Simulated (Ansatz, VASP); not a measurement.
# Nb in VASP and in Ansatz

```
Nb
1.0
     0.00000    2.11500    2.11500
     1.95637    0.00000    2.11500
     1.95637    2.11500    0.00000
Nb
1
Direct
  0.00000 0.00000 0.00000
```

Change from the starting cell: strain -0.0750 x Voigt [1, 0, 0, 0, 0, 0], atoms carried along.

Alike in both runs: task single point; functional PBE; k mesh 20 × 20 × 20; occupations gaussian, width 0.15 eV; no spin polarisation.

|  | VASP | Ansatz |
| --- | --- | --- |
| version | VASP 6.6.1 | Ansatz 0.2.0 |
| potentials or method | VASP PAW PBE potentials, release 64 (Nb_sv), cutoff 520 eV | scalar-relativistic, plane waves, PAW |
| valence electrons in the cell | 13 | 13 |

```tsv
	VASP	Ansatz	Ansatz less VASP
gap on the k mesh at the Fermi level (eV)	none	none	-
pressure (GPa)	11.4	11.7	+0.29
traceless stress, the component that is largest in VASP (GPa)	-13.40	-13.49	-0.083
```

A gap of «none» marks a metal or a gap that the smearing closes. With one functional, cell and mesh, what is left measures potentials, basis and numerics.
